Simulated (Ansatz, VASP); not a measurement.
Two plane-wave programs on Au

File POSCAR:

```
Au
1.0
   -1.7401324500      1.7401324500      1.6158372750
    1.7401324500     -1.7401324500      1.6158372750
    1.7401324500      1.7401324500     -1.6158372750
Au
1
Direct
    0.0000000000      0.0000000000      0.0000000000
```

File INCAR.step1:

```
PREC = Accurate ; ENCUT = 520
ISMEAR = 0 ; SIGMA = 0.15
LREAL = F ; LASPH = T
NELM = 60 ; NBANDS = 12
GGA = PE ; ALGO = Normal
EDIFF = 1E-4 ; LWAVE = T
LCHARG = F
```

File INCAR.step2:

```
PREC = Accurate ; ENCUT = 520
EDIFF = 1E-6 ; ISMEAR = 0
SIGMA = 0.15 ; LREAL = F
LASPH = T ; NELM = 60
ALGO = Normal ; ISIF = 2
LWAVE = F ; LCHARG = F
METAGGA = R2SCAN ; LMIXTAU = T
NBANDS = 12 ; ISTART = 1
```

The input KPOINTS:

```
Automatic mesh
0
Gamma
  20 20 20
```

Input for Ansatz:

```yaml
crystal:
  lattice:
    - [-1.74013245, 1.74013245, 1.615837275]
    - [1.74013245, -1.74013245, 1.615837275]
    - [1.74013245, 1.74013245, -1.615837275]
  atoms:
    - { symbol: Au, position: [0.0, 0.0, 0.0] }
basis:
  ecutwfc: 500
kpoints:
  mp_grid: { grid: [20, 20, 20] }
hamiltonian:
  xc: r2scan
scf:
  occupations: { method: gaussian, width: 0.15 }
output:
  forces: true
  stress: true
  eigenvalues: true
```

Change from the starting cell: strain +0.050 along x and y, -0.025 along z, atoms carried along.

Alike in both runs: task single point; functional r2SCAN; k mesh 20 × 20 × 20; occupations gaussian, width 0.15 eV; no spin polarisation.

```csv
,VASP,Ansatz
version,VASP 6.6.1,Ansatz 0.2.0
potentials or method,"VASP PAW PBE potentials, release 64 (Au), cutoff 520 eV","scalar-relativistic, plane waves, PAW"
valence electrons in the cell,11,19
```

```tsv
	VASP	Ansatz	Ansatz less VASP
gap on the k mesh at the Fermi level (eV)	none	none	-
pressure (GPa)	-11.5	-11.6	-0.12
traceless stress, the component that is largest in VASP (GPa)	-0.66	-0.65	+0.007
```

VASP's potentials were made for PBE, not for r2SCAN. A gap of «none» marks a metal or a gap that the smearing closes. VASP's potentials hold 11 valence electrons a cell and Ansatz's 19, so a difference there can come from the potentials and not from the codes.

Neither program's run includes spin-orbit coupling.
